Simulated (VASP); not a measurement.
## Al2Si: relaxation of cell and atoms with PBE

The system is Al2Si.

```
Al Si
1.0
    -1.69670    1.69670    4.17357
     1.69670   -1.69670    4.17357
     1.69670    1.69670   -4.17357
Al Si
2 1
Direct
  0.66354 0.66354 0.00000
  0.33646 0.33646 0.00000
  0.00000 0.00000 0.00000
```

```json
{
  "Program": "VASP 6.6.1",
  "Task": "relaxation of cell and atoms",
  "Functional": "PBE",
  "Potentials or basis": "VASP PAW PBE potentials, release 64 (Al, Si)",
  "Cutoff": "600 eV",
  "k mesh": "20 × 20 × 20",
  "Occupations": "gaussian, width 0.1 eV",
  "Spin": "no spin polarisation",
  "Dipole correction": "no",
  "Further INCAR settings": "ALGO = Fast; EDIFF = 1e-07; IBRION = 2; EDIFFG = -0.01; NSW = 100; ISIF = 3"
}
```

```json
{
 "Relaxed volume": "16.04 Å³/atom",
 "Relaxed cell": "a = 4.744 Å, b = 4.744 Å, c = 4.744 Å, α = 137.53°, β = 137.53°, γ = 61.62°",
 "Space group after relaxing (to 0.1 Å)": "I4/mmm (No. 139)",
 "Energy gained by relaxing": "3.4 meV/atom",
 "Ionic steps": "8",
 "Pressure after relaxing": "0.0 GPa",
 "Band gap on the k mesh": "zero (bands 5 and 6 overlap by 6.53 eV)"
}
```

Step by step:
| step | energy change (eV) | largest force (eV/Å) | pressure (GPa) | volume (Å³) |
| --- | --- | --- | --- | --- |
| 1 | 0.0000 | 0.1277 | -0.13 | 48.06 |
| 2 | -0.0064 | 0.0338 | 0.09 | 47.96 |
| 3 | -0.0087 | 0.0661 | 0.35 | 47.87 |
| 4 | -0.0087 | 0.0742 | 0.37 | 47.86 |
| 5 | -0.0097 | 0.0519 | -0.11 | 48.15 |
| 6 | -0.0097 | 0.0445 | -0.26 | 48.25 |
| 7 | -0.0101 | 0.0118 | -0.07 | 48.14 |
| 8 | -0.0101 | 0.0013 | -0.01 | 48.11 |

Final structure:
```
Al Si
1.0
    -1.71812    1.71812    4.07420
     1.71812   -1.71812    4.07420
     1.71812    1.71812   -4.07420
Al Si
2 1
Direct
  0.66319 0.66319 0.00000
  0.33681 0.33681 0.00000
  0.00000 0.00000 0.00000
```

Levels at points of the mesh, in eV from the Fermi level:
| k point | band 1 | band 2 | band 3 | band 4 | band 5 | band 6 | band 7 | band 8 | band 9 |
| --- | --- | --- | --- | --- | --- | --- | --- | --- | --- |
| (0.00, 0.00, 0.00) | -12.14 | -3.58 | -3.37 | 0.35 | 0.35 | 1.73 | 1.99 | 1.99 | 3.87 |
| (0.50, 0.00, 0.00) | -9.09 | -8.00 | -4.48 | -3.55 | 1.61 | 3.12 | 3.47 | 4.08 | 4.83 |
| (0.50, 0.50, 0.00) | -7.02 | -5.58 | -4.12 | -4.00 | -3.69 | -2.87 | 2.27 | 2.59 | 2.78 |
| (0.50, 0.50, 0.50) | -10.53 | -9.22 | -0.95 | -0.95 | 0.27 | 1.85 | 5.59 | 6.81 | 6.81 |

It took 15 min on 1 thread of Intel(R) Xeon(R) 6975P-C (Granite Rapids) (shared host), peak memory 0.55 GiB.
